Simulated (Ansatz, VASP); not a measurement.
## One calculation of Ag, two programs

```
CELL_PARAMETERS angstrom
0.00000 2.02614 2.02614
2.02614 0.00000 2.02614
2.02614 2.02614 0.00000
ATOMIC_POSITIONS crystal
Ag 0.00000 0.00000 0.00000
```

Alike in both runs: task single point; functional PBEsol; k mesh 13 × 13 × 13; occupations fermi-dirac, width 0.1 eV; non-collinear spin, spin-orbit coupling.

```csv
,VASP,Ansatz
version,VASP 6.6.1,Ansatz 0.2.0
potentials or method,"VASP PAW PBE potentials, release 64 (Ag), cutoff 520 eV","plane waves (420 eV) with PAW, fully relativistic with spin-orbit coupling"
valence electrons in the cell,11,19
```

```tsv
	VASP	Ansatz	Ansatz less VASP
net moment per atom (μB)	0.00	0.00	0.000
```

VASP's potentials were made for PBE, not for PBEsol, and Ansatz warns of the same on its side. VASP's potentials hold 11 valence electrons a cell and Ansatz's 19, so a difference there can come from the potentials and not from the codes.
